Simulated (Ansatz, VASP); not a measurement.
# BaZrO3 in VASP and in Ansatz

Contents of INCAR:

```
SYSTEM = BaZrO3
ALGO = Normal
EDIFF = 1E-6
EDIFFG = -0.005
ENCUT = 600
GGA = PE
IBRION = 2
ISIF = 3
ISMEAR = 0
LASPH = .True.
LCHARG = .False.
LREAL = .False.
LWAVE = .False.
NELM = 100
NSW = 100
PREC = Accurate
SIGMA = 0.02
```

KPOINTS

```
k-points
0
Gamma
  6 6 6
  0 0 0
```

The input POSCAR:

```
BaZrO3
1.0
    4.2123871500      0.0000000000      0.0000000000
    0.0000000000      4.2123871500      0.0000000000
    0.0000000000      0.0000000000      4.2123871500
Ba Zr O
1 1 3
Direct
    0.0000000000      0.0000000000      0.0000000000
    0.5000000000      0.5000000000      0.5000000000
    0.5000000000      0.0000000000      0.5000000000
    0.5000000000      0.5000000000      0.0000000000
    0.0000000000      0.5000000000      0.5000000000
```

Input for Ansatz:

```yaml
crystal:
  lattice:
    - [4.21238715, 0.0, 0.0]
    - [0.0, 4.21238715, 0.0]
    - [0.0, 0.0, 4.21238715]
  atoms:
    - { symbol: Ba, position: [0.0, 0.0, 0.0] }
    - { symbol: Zr, position: [0.5, 0.5, 0.5] }
    - { symbol: O, position: [0.5, 0.0, 0.5] }
    - { symbol: O, position: [0.5, 0.5, 0.0] }
    - { symbol: O, position: [0.0, 0.5, 0.5] }
basis:
  ecutwfc: 420
kpoints:
  mp_grid: { grid: [6, 6, 6] }
hamiltonian:
  xc: pbe
scf:
  occupations: { method: gaussian, width: 0.02 }
output:
  forces: true
  stress: true
  eigenvalues: true
  write_density: true
  write_potential: true
  elf: true
  volumetric_format: npy
relax:
  adjacent_minimum: "off"
  f_tol: 0.005
  max_steps: 80
  cell: { stress_tol: 0.05 }
```

Alike in both runs: task relaxation of cell and atoms; functional PBE; k mesh 6 × 6 × 6; occupations gaussian, width 0.02 eV; no spin polarisation.

|  | VASP | Ansatz |
| --- | --- | --- |
| version | VASP 6.6.1 | Ansatz 0.2.0 |
| potentials or method | VASP PAW PBE potentials, release 64 (Ba_sv, Zr_sv, O), cutoff 600 eV | scalar-relativistic, plane waves, PAW |
| valence electrons in the cell | 40 | 40 |

Ansatz gave:

| Quantity | Value |
| --- | --- |
| gap on the k mesh at the Fermi level, each at its own relaxed structure (eV) | 3.18 |
| relaxed volume (Å³/atom) | 15.10 |
| relaxed length of the cell vector where the two differ most in proportion (Å) | 4.227 |

Question: What did VASP give for the same quantities?

Answer: gap on the k mesh at the Fermi level, each at its own relaxed structure (eV): 3.12; relaxed volume (Å³/atom): 15.19; relaxed length of the cell vector where the two differ most in proportion (Å): 4.235.

Spin-orbit coupling is off throughout.
